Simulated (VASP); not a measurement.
Here is a VASP 6.6.1 calculation.

Contents of INCAR:

```
SYSTEM = Rh
PREC     = Accurate       ! precision mode
ENCUT    = 520            ! plane-wave cutoff, eV
EDIFF    = 1E-7           ! SCF threshold, eV
ISMEAR   = 0              ! smearing method
SIGMA    = 0.1            ! smearing width, eV
LREAL    = .False.        ! projectors in reciprocal space
LASPH    = .True.         ! aspherical terms in the spheres
NELM     = 150            ! most SCF steps
ALGO     = Normal         ! electronic algorithm
ISIF     = 2              ! what is computed and relaxed
LWAVE    = .False.        ! write WAVECAR
LCHARG   = .True.         ! write CHGCAR
ISPIN    = 2              ! spin polarisation
MAGMOM   = 1              ! initial moments
LORBIT   = 11             ! projections on sites
LMAXMIX  = 4              ! l up to which the mixer works
GGA      = PE             ! functional
LELF     = .True.         ! ELF
LVHAR    = .True.       
NBANDS   = 18             ! bands
```

The input KPOINTS:

```
Automatic mesh
0
Gamma
  8 8 8
  0 0 0
```

File POSCAR:

```
Rh
1.0
    0.0000000000      1.9147658271      1.9147658271
    1.9147658271      0.0000000000      1.9147658271
    1.9147658271      1.9147658271      0.0000000000
Rh
1
Direct
    0.0000000000      0.0000000000      0.0000000000
```

Potentials or basis: VASP PAW PBE potentials, release 64 (Rh_pv).

Command:

```bash
$ cat potpaw_PBE.64/Rh_pv/POTCAR > POTCAR
$ mpirun -np 1 vasp_std > vasp.out
```

(1) Estimate the pressure.

(2) What does it give for the net moment?

Answers

(1) 0.9 GPa.

(2) 0.00 μB per cell.

Caveat: an empty level that is flat over the whole mesh can mark a ghost state of the potentials, or a narrow d or f band.
